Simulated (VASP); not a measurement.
# Te (Pm-3m) in VASP: single point with PBE

Aim: the single point of Te with PBE.

All numbers are computed with VASP 6.6.1; they aren't measurements. Logs are shortened: lines on timing, memory, paths and dates and some standing lists are left out, and cuts for length are marked.

**1. The cell of the first run**

It takes space group Pm-3m (No. 221, cubic). Conventional cell: a = 3.221 Å, b = 3.221 Å, c = 3.221 Å, α = 90.00°, β = 90.00°, γ = 90.00°. Within 4.2 Å of Te (site symmetry m-3m) lie 6 Te at 3.22 Å.

**2. Single point, PBE**

Contents of INCAR:

```
  PREC = Accurate
  ENCUT = 520
  EDIFF = 1E-6
  ISMEAR = -1
  SIGMA = 0.05
  LREAL = F
  LASPH = T
  NELM = 60
  ALGO = Normal
  ISIF = 2
  LWAVE = F
  LCHARG = F
  GGA = PE
  NBANDS = 9
```

Contents of KPOINTS:

```
Automatic mesh
0
Gamma
  13 13 13
```

Contents of POSCAR:

```
Te
1.0
    3.2208112456      0.0000000000      0.0000000000
    0.0000000000      3.2208112456      0.0000000000
    0.0000000000      0.0000000000      3.2208112456
Te
1
Direct
    0.0000000000      0.0000000000      0.0000000000
```

Potentials or basis: VASP PAW PBE potentials, release 64 (Te).

The run is started by

```
> cat potpaw_PBE.64/Te/POTCAR > POTCAR
> mpirun -np 1 vasp_std > vasp.out
```

OUTCAR:

```text
PREC = Accurate
   ENCUT = 520
   EDIFF = 1E-6
   ISMEAR = -1
   LREAL = F
   LASPH = T
   NELM = 60
   ISIF = 2
   GGA = PE

 ion  position               nearest neighbor table
   1  0.000  0.000  0.000-

  LATTYP: Found a simple cubic cell.
 ALAT       =     3.2208112456

  Lattice vectors:

 A1 = (   3.2208112456,   0.0000000000,   0.0000000000)
 A2 = (   0.0000000000,   3.2208112456,   0.0000000000)
 A3 = (   0.0000000000,   0.0000000000,   3.2208112456)

Analysis of symmetry for initial positions (statically):
=====================================================================
 Subroutine PRICEL returns:
 Original cell was already a primitive cell.

 Routine SETGRP: Setting up the symmetry group for a
 simple cubic supercell.

 Subroutine GETGRP returns: Found 48 space group operations
 (whereof 48 operations were pure point group operations)
 out of a pool of 48 trial point group operations.

The static configuration has the point symmetry O_h .

Analysis of symmetry for dynamics (positions and initial velocities):
=====================================================================
 Subroutine PRICEL returns:
 Original cell was already a primitive cell.

 Routine SETGRP: Setting up the symmetry group for a
 simple cubic supercell.

 Subroutine GETGRP returns: Found 48 space group operations
 (whereof 48 operations were pure point group operations)
 out of a pool of 48 trial point group operations.

The dynamic configuration has the point symmetry O_h .

 Subroutine INISYM returns: Found 48 space group operations
 (whereof 48 operations are pure point group operations),
 and found     1 'primitive' translations

----------------------------------------------------------------------------------------

                                     Primitive cell

  volume of cell :      33.4115

  direct lattice vectors                    reciprocal lattice vectors
     3.220811246  0.000000000  0.000000000     0.310480784  0.000000000  0.000000000
     0.000000000  3.220811246  0.000000000     0.000000000  0.310480784  0.000000000
     0.000000000  0.000000000  3.220811246     0.000000000  0.000000000  0.310480784

  length of vectors
     3.220811246  3.220811246  3.220811246     0.310480784  0.310480784  0.310480784

[... 72 lines left out ...]
   ISPIN  =      1    spin polarized calculation?
   LNONCOLLINEAR =      F non collinear calculations
   LSORBIT =      F    spin-orbit coupling
   LASPH  =      T    aspherical Exc in radial PAW
   ENCUT  =  520.0 eV  38.22 Ry    6.18 a.u.   5.99  5.99  5.99*2*pi/ulx,y,z
   NELM   =     60;   NELMIN=  2; NELMDL= -5     # of ELM steps
   EDIFF  = 0.1E-05   stopping-criterion for ELM
   LREAL  =      F    real-space projection
   EDIFFG = 0.1E-04   stopping-criterion for IOM
   NSW    =      0    number of steps for IOM
   IBRION =     -1    ionic relax: 0-MD 1-quasi-New 2-CG
   NFREE  =      0    steps in history (QN), initial steepest desc. (CG)
   ISIF   =      2    stress and relaxation
   ISYM   =      2    0-nonsym 1-usesym 2-fastsym
   POTIM  = 0.5000    time-step for ionic-motion
   TEBEG  =    0.0;   TEEND  =   0.0 temperature during run
   PSTRESS=    0.0 pullay stress
   NELECT =       6.0000    total number of electrons
   NUPDOWN=      -1.0000    fix difference up-down
   EMIN   =  10.00;   EMAX   =-10.00  energy-range for DOS
   EFERMI =   0.00;   METHOD = LEGACY
   ISMEAR =    -1;   SIGMA  =   0.05  broadening in eV -4-tet -1-fermi 0-gaus
   EFERMI_NEDOS =   21; number of points for ismear=-14 and -15
   IALGO  =     38    algorithm
   IMIX   =      4    mixing-type and parameters
     AMIX     =   0.40;   BMIX     =  1.00
     AMIX_MAG =   1.60;   BMIX_MAG =  1.00
  volume/ion in A,a.u.               =      33.41       225.47
  Fermi-wavevector in a.u.,A,eV,Ry     =   0.923620  1.745389 11.606774  0.853074
  Thomas-Fermi vector in A             =   2.049276
   LORBIT       =      0    0 simple, 1 ext, 2 COOP (PROOUT), +10 PAW based schemes
   GGA     = PE    functional components
   LHFCALC =     F    Hartree Fock is set to
   AEXX    =    0.0000 exact exchange contribution
   IVDW    =     0    specifies the selected vdW correction
   LEPSILON=     F    determine dielectric tensor
   LRPA    =     F    only Hartree local field effects (RPA)
 non-spin polarized calculation
  energy-cutoff  :      520.00
  volume of cell :       33.41
 maximum number of plane-waves:       916
 NGX is ok and might be reduce to    24
   NGX = 11   NGY = 11   NGZ = 11

 number of electron       6.0000001 magnetization

 Free energy of the ion-electron system (eV)
  ---------------------------------------------------
  ext. energy  EPLUGINS =         0.00000000
  ---------------------------------------------------
  free energy    TOTEN  =        -3.10234008 eV

  energy without entropy =       -3.09774177  energy(sigma->0) =       -3.10004093

 E-fermi :   6.1895     XC(G=0):  -9.1900

 val. band max:        6.1358321958   @ k =   0.2308   0.2308   0.1538
 cond. band min:       6.1925440277   @ k =   0.4615   0.3846   0.2308
 fundamental gap:      0.0567118319
 Fermi energy:         6.1894600447

 k-point     1 :       0.0000    0.0000    0.0000
  band No.  band energies     occupation
      1      -7.2851      2.00000
      2       7.3165      0.00000
      3       7.3165      0.00000
      4       7.3165      0.00000
      5      12.2263      0.00000
      6      12.2263      0.00000
      7      12.5622      0.00000
      8      23.4228      0.00000
      9      23.4228      0.00000
[... 265 lines left out ...]
 k-point    24 :       0.3846    0.3077    0.0000
  band No.  band energies     occupation
      1      -4.9639      2.00000
      2       1.9670      2.00000
      3       3.3933      2.00000
      4       9.2057      0.00000
      5      10.6561      0.00000
      6      15.1191      0.00000
      7      18.1681      0.00000
      8      18.6413      0.00000
      9      19.4595      0.00000

 [... further k-points ...]
[... 5 lines left out ...]
  --------------------------------------------------------------------------------------
  -------------------------------------------------------------------------------------
  Total       -0.2050132     -0.2050132     -0.2050132     -0.0000000      0.0000000     -0.0000000
  in kB       -9.8309766     -9.8309766     -9.8309766     -0.0000000      0.0000000     -0.0000000
  external PRESSURE =      -9.8309766 kB  Pullay stress =       0.0000000 kB

 VOLUME and BASIS-vectors are now :
 -----------------------------------------------------------------------------
  energy-cutoff  :      520.00
  volume of cell :       33.41
      direct lattice vectors                 reciprocal lattice vectors
     3.220811246  0.000000000  0.000000000     0.310480784  0.000000000  0.000000000
     0.000000000  3.220811246  0.000000000     0.000000000  0.310480784  0.000000000
     0.000000000  0.000000000  3.220811246     0.000000000  0.000000000  0.310480784

 POSITION                                       TOTAL-FORCE (eV/Angst)
 -----------------------------------------------------------------------------------
      0.00000      0.00000      0.00000         0.000000      0.000000      0.000000
 -----------------------------------------------------------------------------------
    total drift:                               -0.000000     -0.000000     -0.000000

  FREE ENERGIE OF THE ION-ELECTRON SYSTEM (eV)
  ---------------------------------------------------
  free  energy   TOTEN  =        -3.1023400831 eV

  energy  without entropy=       -3.0977417749  energy(sigma->0) =       -3.10004093
```

stdout:

```text
POSCAR found type information on POSCAR Te
 POSCAR found :  1 types and       1 ions
 scaLAPACK will be used
 LDA part: xc-table for (Slater+PW92), standard interpolation
 POSCAR, INCAR and KPOINTS ok, starting setup
 FFT: planning ... GRIDC
 FFT: planning ... GRID_SOFT
 FFT: planning ... GRID
 WAVECAR not read
 entering main loop
```

It used 47 s of CPU time on 1 thread of AMD EPYC 7R13 Processor (Zen 3), on a shared host.

Results:

```
Free energy            : -3.1023 eV
Pressure               : -1.0 GPa
Band gap on the k mesh : zero (band 3 reaches 8.60 eV, above the bottom of band 4 at 3.32 eV)
```

Caveat: spin-orbit coupling is left out, which moves the levels of the heavy elements.
